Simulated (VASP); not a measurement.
# Al3Au (I4/mmm) in VASP: a series of runs, part 2 of 2

VASP 6.6.1. The steps go on from the part before.

## Step 3: Single point, LDA (15.64 Å³/atom)

This run uses another cell than the first one, of 15.64 Å³/atom.

File INCAR:

```
SYSTEM = Al3Au
PREC = Accurate
ENCUT = 520
EDIFF = 1E-6
ISMEAR = -1
SIGMA = 0.05
LREAL = .FALSE.
LASPH = .TRUE.
NELM = 80
ALGO = Fast
ISIF = 2
LWAVE = .FALSE.
LCHARG = .FALSE.
NBANDS = 18
```

File KPOINTS:

```
regular mesh
0
G
  9 9 9
  0 0 0
```

File POSCAR:

```
Al3Au
1.0
   -1.9839880723      1.9839880723      3.9737890086
    1.9839880723     -1.9839880723      3.9737890086
    1.9839880723      1.9839880723     -3.9737890086
Au Al
1 3
Direct
    0.0000000000      0.0000000000      0.0000000000
    0.5000000000      0.5000000000      0.0000000000
    0.2500000000      0.7500000000      0.5000000000
    0.7500000000      0.2500000000      0.5000000000
```

Potentials or basis: VASP PAW LDA potentials, release 64 (Au, Al).

On the command line:

```console
$ cat potpaw_LDA.64/Au/POTCAR potpaw_LDA.64/Al/POTCAR > POTCAR
$ mpirun -np 1 vasp_std > vasp.out
```

OUTCAR:

```text
SYSTEM = Al3Au
   PREC = Accurate
   ENCUT = 520
   EDIFF = 1E-6
   ISMEAR = -1
   LREAL = .FALSE.
   LASPH = .TRUE.
   NELM = 80
   ISIF = 2

 ion  position               nearest neighbor table
   1  0.000  0.000  0.000-   2 2.81   2 2.81   2 2.81   2 2.81   4 2.81   3 2.81   4 2.81   3 2.81
                             4 2.81   4 2.81   3 2.81   3 2.81
   2  0.500  0.500  0.000-   1 2.81   1 2.81   1 2.81   1 2.81   4 2.81   3 2.81   4 2.81   4 2.81
                             3 2.81   3 2.81   4 2.81   3 2.81
   3  0.250  0.750  0.500-   4 2.81   4 2.81   4 2.81   4 2.81   2 2.81   1 2.81   2 2.81   2 2.81
                             1 2.81   1 2.81   2 2.81   1 2.81
   4  0.750  0.250  0.500-   3 2.81   3 2.81   3 2.81   3 2.81   2 2.81   1 2.81   2 2.81   1 2.81
                             2 2.81   2 2.81   1 2.81   1 2.81

  LATTYP: Found a body centered tetragonal cell.
 ALAT       =     3.9679761446
 C/A-ratio  =     2.0029298886

  Lattice vectors:

 A1 = (  -1.9839880723,   1.9839880723,   3.9737890086)
 A2 = (   1.9839880723,  -1.9839880723,   3.9737890086)
 A3 = (   1.9839880723,   1.9839880723,  -3.9737890086)

Analysis of symmetry for initial positions (statically):
=====================================================================
 Subroutine PRICEL returns:
 Original cell was already a primitive cell.

 Routine SETGRP: Setting up the symmetry group for a
 body centered tetragonal supercell.

 Subroutine GETGRP returns: Found 16 space group operations
 (whereof 16 operations were pure point group operations)
 out of a pool of 16 trial point group operations.

The static configuration has the point symmetry D_4h.

Analysis of symmetry for dynamics (positions and initial velocities):
=====================================================================
 Subroutine PRICEL returns:
 Original cell was already a primitive cell.

 Routine SETGRP: Setting up the symmetry group for a
 body centered tetragonal supercell.

 Subroutine GETGRP returns: Found 16 space group operations
 (whereof 16 operations were pure point group operations)
 out of a pool of 16 trial point group operations.

The dynamic configuration has the point symmetry D_4h.

 Subroutine INISYM returns: Found 16 space group operations
 (whereof 16 operations are pure point group operations),
 and found     1 'primitive' translations

----------------------------------------------------------------------------------------

                                     Primitive cell

  volume of cell :      62.5667

  direct lattice vectors                    reciprocal lattice vectors
    -1.983988072  1.983988072  3.973789009     0.000000000  0.252017644  0.125824496
     1.983988072 -1.983988072  3.973789009     0.252017644  0.000000000  0.125824496
     1.983988072  1.983988072 -3.973789009     0.252017644  0.252017644  0.000000000

  length of vectors
     4.864505774  4.864505774  4.864505774     0.281681907  0.281681907  0.356406770

  position of ions in fractional coordinates (direct lattice)
     0.000000000  0.000000000  0.000000000
     0.500000000  0.500000000  0.000000000
     0.250000000  0.750000000  0.500000000
     0.750000000  0.250000000  0.500000000

  ion indices of the primitive-cell ions
   primitive index   ion index
                 1           1
                 2           2
[... 30 lines left out ...]
            Coordinates               Weight
  0.000000  0.000000  0.000000      1.000000
  0.111111 -0.000000  0.000000      8.000000
  0.222222  0.000000  0.000000      8.000000
  0.333333  0.000000 -0.000000      8.000000
  0.444444  0.000000  0.000000      8.000000
  0.111111  0.111111  0.000000      8.000000
[... 16 lines left out ...]
 -0.333333  0.333333  0.000000      4.000000
  0.444444  0.444444  0.000000      8.000000
 [... further k-points ...]
   k-points           NKPTS =     75   k-points in BZ     NKDIM =     75   number of bands    NBANDS=     18
   number of dos      NEDOS =    301   number of ions     NIONS =      4
   total plane-waves  NPLWV =  46656
   dimension x,y,z NGX =    36 NGY =   36 NGZ =   36
   dimension x,y,z NGXF=    72 NGYF=   72 NGZF=   72
   ions per type =               1   3
   NGX,Y,Z   is equivalent  to a cutoff of  12.30, 12.30, 12.30 a.u.
   NGXF,Y,Z  is equivalent  to a cutoff of  24.61, 24.61, 24.61 a.u.
 SYSTEM =  Al3Au
   PREC   = accura    normal or accurate (medium, high low for compatibility)
   ISTART =      0    job   : 0-new  1-cont  2-samecut
   ICHARG =      2    charge: 1-file 2-atom 10-const
   ISPIN  =      1    spin polarized calculation?
   LNONCOLLINEAR =      F non collinear calculations
   LSORBIT =      F    spin-orbit coupling
   LASPH  =      T    aspherical Exc in radial PAW
   ENCUT  =  520.0 eV  38.22 Ry    6.18 a.u.   9.04  9.04  9.04*2*pi/ulx,y,z
   NELM   =     80;   NELMIN=  2; NELMDL= -5     # of ELM steps
   EDIFF  = 0.1E-05   stopping-criterion for ELM
   LREAL  =      F    real-space projection
   EDIFFG = 0.1E-04   stopping-criterion for IOM
   NSW    =      0    number of steps for IOM
   IBRION =     -1    ionic relax: 0-MD 1-quasi-New 2-CG
   NFREE  =      0    steps in history (QN), initial steepest desc. (CG)
   ISIF   =      2    stress and relaxation
   ISYM   =      2    0-nonsym 1-usesym 2-fastsym
   POTIM  = 0.5000    time-step for ionic-motion
   TEBEG  =    0.0;   TEEND  =   0.0 temperature during run
   PSTRESS=    0.0 pullay stress
   NELECT =      20.0000    total number of electrons
   NUPDOWN=      -1.0000    fix difference up-down
   EMIN   =  10.00;   EMAX   =-10.00  energy-range for DOS
   EFERMI =   0.00;   METHOD = LEGACY
   ISMEAR =    -1;   SIGMA  =   0.05  broadening in eV -4-tet -1-fermi 0-gaus
   EFERMI_NEDOS =   21; number of points for ismear=-14 and -15
   IALGO  =     68    algorithm
   IMIX   =      4    mixing-type and parameters
     AMIX     =   0.40;   BMIX     =  1.00
     AMIX_MAG =   1.60;   BMIX_MAG =  1.00
  volume/ion in A,a.u.               =      15.64       105.56
  Fermi-wavevector in a.u.,A,eV,Ry     =   1.119362  2.115287 17.047707  1.252971
  Thomas-Fermi vector in A             =   2.256000
   LORBIT       =      0    0 simple, 1 ext, 2 COOP (PROOUT), +10 PAW based schemes
   GGA     = CA    functional components
   LHFCALC =     F    Hartree Fock is set to
   AEXX    =    0.0000 exact exchange contribution
   IVDW    =     0    specifies the selected vdW correction
   LEPSILON=     F    determine dielectric tensor
   LRPA    =     F    only Hartree local field effects (RPA)
 non-spin polarized calculation
 RMM-DIIS sequential band-by-band and
  energy-cutoff  :      520.00
  volume of cell :       62.57
 maximum number of plane-waves:      1726
   NGX = 19   NGY = 19   NGZ = 19

 number of electron      20.0000000 magnetization

 Free energy of the ion-electron system (eV)
  ---------------------------------------------------
  ext. energy  EPLUGINS =         0.00000000
  ---------------------------------------------------
  free energy    TOTEN  =       -17.58310756 eV

  energy without entropy =      -17.57282904  energy(sigma->0) =      -17.57796830

 E-fermi :   9.3730     XC(G=0): -11.2834

 val. band max:        9.3679940706   @ k =  -0.1111  -0.3333   0.1111
 cond. band min:       9.3895734870   @ k =  -0.4444   0.1111   0.0000
 fundamental gap:      0.0215794164
 Fermi energy:         9.3730430821

 k-point     1 :       0.0000    0.0000    0.0000
  band No.  band energies     occupation
      1      -2.3427      2.00000
      2       2.9069      2.00000
      3       2.9936      2.00000
      4       3.2143      2.00000
      5       3.2143      2.00000
      6       3.7546      2.00000
[... 481 lines left out ...]
      5       3.3791      2.00000
      6       4.1115      2.00000
[... 10 lines left out ...]
     17      19.0353      0.00000
     18      20.1576      0.00000

 [... further k-points ...]

------------------------ aborting loop because EDIFF is reached ----------------------------------------

  FORCE on cell =-STRESS in cart. coord.  units (eV):
  Direction    XX          YY          ZZ          XY          YZ          ZX
  --------------------------------------------------------------------------------------
  -------------------------------------------------------------------------------------
  Total        0.5954270      0.5954270      0.3501661      0.0000000      0.0000000      0.0000000
  in kB       15.2474134     15.2474134      8.9668881      0.0000000      0.0000000      0.0000000
  external PRESSURE =      13.1539050 kB  Pullay stress =       0.0000000 kB

 VOLUME and BASIS-vectors are now :
 -----------------------------------------------------------------------------
  energy-cutoff  :      520.00
  volume of cell :       62.57
      direct lattice vectors                 reciprocal lattice vectors
    -1.983988072  1.983988072  3.973789009     0.000000000  0.252017644  0.125824496
     1.983988072 -1.983988072  3.973789009     0.252017644  0.000000000  0.125824496
     1.983988072  1.983988072 -3.973789009     0.252017644  0.252017644  0.000000000

 POSITION                                       TOTAL-FORCE (eV/Angst)
 -----------------------------------------------------------------------------------
      0.00000      0.00000      0.00000        -0.000000     -0.000000      0.000000
      0.00000      0.00000      3.97379        -0.000000     -0.000000      0.000000
      1.98399     -0.00000      1.98689        -0.000000     -0.000000      0.000000
     -0.00000      1.98399      1.98689         0.000000      0.000000     -0.000000
 -----------------------------------------------------------------------------------
    total drift:                               -0.000000      0.000000      0.000000

  FREE ENERGIE OF THE ION-ELECTRON SYSTEM (eV)
  ---------------------------------------------------
  free  energy   TOTEN  =       -17.5831075607 eV

  energy  without entropy=      -17.5728290441  energy(sigma->0) =      -17.57796830
```

OSZICAR:

```text
N       E                     dE             d eps       ncg     rms          rms(c)
DAV:   1     0.582999360172E+02    0.58300E+02   -0.85059E+03  2724   0.956E+02
DAV:   2    -0.169604495092E+02   -0.75260E+02   -0.70784E+02  3110   0.170E+02
DAV:   3    -0.191313730728E+02   -0.21709E+01   -0.21382E+01  3376   0.260E+01
DAV:   4    -0.191441281531E+02   -0.12755E-01   -0.12749E-01  3206   0.230E+00
DAV:   5    -0.191442230594E+02   -0.94906E-04   -0.94905E-04  3164   0.213E-01    0.105E+01
RMM:   6    -0.177766725336E+02    0.13676E+01   -0.65186E+00  2704   0.144E+01    0.800E+00
RMM:   7    -0.176236167404E+02    0.15306E+00   -0.32403E-01  2757   0.345E+00    0.392E+00
RMM:   8    -0.175881576973E+02    0.35459E-01   -0.47493E-02  2833   0.126E+00    0.497E-01
RMM:   9    -0.175830248455E+02    0.51329E-02   -0.14555E-02  3003   0.722E-01    0.186E-01
RMM:  10    -0.175831135827E+02   -0.88737E-04   -0.13326E-03  3076   0.238E-01    0.106E-01
RMM:  11    -0.175831263915E+02   -0.12809E-04   -0.70526E-04  2995   0.156E-01    0.506E-02
RMM:  12    -0.175831052988E+02    0.21093E-04   -0.13716E-04  3022   0.772E-02    0.101E-02
RMM:  13    -0.175831081540E+02   -0.28551E-05   -0.23697E-05  3132   0.319E-02    0.134E-02
RMM:  14    -0.175831075607E+02    0.59328E-06   -0.79309E-06  2884   0.182E-02
   1 F= -.17583108E+02 E0= -.17577968E+02  d E =-.102785E-01
```

stdout:

```text
POSCAR found type information on POSCAR AuAl
 POSCAR found :  2 types and       4 ions
 scaLAPACK will be used
 LDA part: xc-table for (Slater(with rela. corr.)+CA(PZ))
 , standard interpolation
 POSCAR, INCAR and KPOINTS ok, starting setup
 FFT: planning ... GRIDC
 FFT: planning ... GRID_SOFT
 FFT: planning ... GRID
 WAVECAR not read
 entering main loop
```

Run time: 39 s. Hardware: 1 thread of Intel Xeon 6975P-C (Granite Rapids), shared host; peak memory 0.23 GiB.

Results:

```yaml
Free_energy: -17.5831 eV
Pressure: 1.3 GPa
Band_gap_on_the_k_mesh: zero (bands 10 and 11 overlap by 3.14 eV)
```

Caveat: spin-orbit coupling is left out, which moves the levels of the heavy elements.

## Step 4: Single point, LDA (15.97 Å³/atom)

This run uses another cell than the first one, of 15.97 Å³/atom.

File INCAR:

```
SYSTEM = Al3Au
PREC     = Accurate       ! precision mode
ENCUT    = 520            ! plane-wave cutoff, eV
EDIFF    = 1E-6           ! SCF threshold, eV
ISMEAR   = -1             ! smearing method
SIGMA    = 0.05           ! smearing width, eV
LREAL    = .False.        ! projectors in reciprocal space
LASPH    = .True.         ! aspherical terms in the spheres
NELM     = 100            ! most SCF steps
ALGO     = Normal         ! electronic algorithm
ISIF     = 2              ! what is computed and relaxed
LWAVE    = .False.        ! write WAVECAR
LCHARG   = .False.        ! write CHGCAR
GGA      = CA             ! functional
NBANDS   = 18             ! bands
```

File KPOINTS:

```
Automatic mesh
0
Gamma
  9 9 9
  0 0 0
```

File POSCAR:

```
Al3Au
1.0
   -1.9979602797      1.9979602797      4.0017743603
    1.9979602797     -1.9979602797      4.0017743603
    1.9979602797      1.9979602797     -4.0017743603
Au Al
1 3
Direct
    0.0000000000      0.0000000000      0.0000000000
    0.5000000000      0.5000000000      0.0000000000
    0.2500000000      0.7500000000      0.5000000000
    0.7500000000      0.2500000000      0.5000000000
```

On the command line:

```console
$ cat potpaw_LDA.64/Au/POTCAR potpaw_LDA.64/Al/POTCAR > POTCAR
$ mpirun -np 1 vasp_std > vasp.out
```

Run time: 45 s. Hardware: 1 thread of Intel Xeon 6975P-C (Granite Rapids), shared host; peak memory 0.22 GiB.

The run converged. Its results:

| Quantity | Value |
| --- | --- |
| Free energy | -17.5847 eV |
| Pressure | -1.0 GPa |
| Band gap on the k mesh | zero (bands 10 and 11 overlap by 3.14 eV) |

Stress tensor (GPa, compression positive):
```
-0.77  0.00  0.00
 0.00 -0.77  0.00
 0.00  0.00 -1.36
```

Levels at points of the mesh, in eV from the Fermi level:
```tsv
k point	band 8	band 9	band 10	band 11	band 12	band 13
(0.00, 0.00, 0.00)	-0.02	-0.02	0.43	0.79	0.81	0.87
```

Caveat: spin-orbit coupling is left out, which moves the levels of the heavy elements.

## Step 5: Overview

```csv
level,potentials or basis,cell,gap on the mesh (eV),pressure (GPa)
r2SCAN,"VASP PAW PBE potentials, release 64 (Au, Al)","a = 4.966 Å, angles 131.9, 131.9, 70.4°, 4 atoms",none,-3.2
LDA,"VASP PAW LDA potentials, release 64 (Au, Al)","a = 4.865 Å, angles 131.9, 131.9, 70.4°, 4 atoms",none,1.3
LDA,"VASP PAW LDA potentials, release 64 (Au, Al)","a = 4.899 Å, angles 131.9, 131.9, 70.4°, 4 atoms",none,-1.0
```

Alike in all rows: task single point; no spin polarisation; k mesh 9 × 9 × 9; cutoff (eV) 520; smearing fermi-dirac 0.05 eV.

Caveats: spin-orbit coupling is left out, which moves the levels of the heavy elements; the cell stands under tension (at least some runs); the PAW data sets were made with another functional, which shifts forces and pressure a little (at least some runs).

Total energies depend on the potentials used, so only differences within one code and one set of settings carry meaning.
